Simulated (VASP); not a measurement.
Sb:

```xyz
1
Lattice="-1.4263 1.4263 1.4263 1.4263 -1.4263 1.4263 1.4263 1.4263 -1.4263" Properties=species:S:1:pos:R:3 pbc="T T T"
Sb    0.0000    0.0000    0.0000
```

```yaml
Program: VASP 6.6.1
Task: relaxation of cell and atoms
Functional: r2SCAN
Potentials_or_basis: VASP PAW PBE potentials, release 64 (Sb)
Cutoff: 600 eV
k_mesh: 10 × 10 × 10
Occupations: gaussian, width 0.1 eV
Spin: no spin polarisation
```

At the start: pressure 381.1 GPa; volume 11.61 Å³/atom.

Q: How do energy, volume and symmetry change on relaxing?

A: Over 8 steps the energy falls by 8165.1 meV/atom and the volume is 27.19 Å³/atom (+134.3 %); space group Im-3m (No. 229, to 0.05 Å).

The path:
```tsv
step	energy change (eV)	largest force (eV/Å)	pressure (GPa)	volume (Å³)
1	0.0000	0.0000	381.09	11.61
2	-4.5265	0.0000	-1.24	147.16
3	-4.6091	0.0000	-1.49	137.42
4	-4.7121	0.0000	-1.82	127.42
5	-7.0497	0.0000	-9.66	48.55
6	-8.1514	0.0000	3.39	25.83
7	-8.1480	0.0000	-3.46	28.79
8	-8.1651	0.0000	-0.07	27.19
```

Final structure:
```yaml
crystal:
  lattice:
    - [-1.89430, 1.89430, 1.89430]
    - [1.89430, -1.89430, 1.89430]
    - [1.89430, 1.89430, -1.89430]
  atoms:
    - { symbol: Sb, position: [0.00000, 0.00000, 0.00000] }
```

Caveat: the volume moved by over 15 % at a fixed basis, so the end points are rough; the PAW data sets were made with another functional, which shifts forces and pressure a little.
